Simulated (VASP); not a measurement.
Runs of VASP 6.6.1 on Al3Cl. The structure is that of space group P6/mmm (No. 191), or close to it. The cells are those of the table. 

```csv
task,cell,k mesh,cutoff (eV),gap on the mesh (eV),pressure (GPa),relaxed volume (Å³/atom)
single point,"a = 5.704, b = 5.704, c = 2.982 Å, angles 90.0, 90.0, 120.0°, 4 atoms",6 × 6 × 6,520,none,-0.1,-
relaxation of cell and atoms,"relaxed from a = 5.723, b = 5.723, c = 2.926 Å, angles 90.0, 90.0, 120.0°, 4 atoms",6 × 6 × 6,600,none,-0.1,21.02
single point,"a = 5.723, b = 5.723, c = 2.926 Å, angles 90.0, 90.0, 120.0°, 4 atoms",6 × 6 × 4,520,none,0.2,-
relaxation of cell and atoms,"relaxed from a = 5.704, b = 5.704, c = 2.982 Å, angles 90.0, 90.0, 120.0°, 4 atoms",12 × 12 × 16,600,none,0.0,20.91
single point,"a = 4.188, b = 4.188, c = 5.966 Å, angles 90.0, 90.0, 120.0°, 4 atoms",6 × 6 × 4,520,none,(b),-
relaxation of cell and atoms,"relaxed from a = 4.188, b = 4.188, c = 5.966 Å, angles 90.0, 90.0, 120.0°, 4 atoms",6 × 6 × 4,600,none,-0.2,(a)
single point,"a = 5.710, b = 5.710, c = 2.963 Å, angles 90.0, 90.0, 120.0°, 4 atoms",12 × 12 × 16,520,none,0.0,-
```

Alike in all rows: level PBE; potentials or basis VASP PAW PBE potentials, release 64 (Al, Cl); no spin polarisation; smearing gaussian 0.1 eV.

Problem. Fill in the values left out.

Solution. (a) 20.90; (b) 36.0.

Caveats: some runs use coarse meshes.

A gap of «none» marks levels without a gap at the run's occupations.
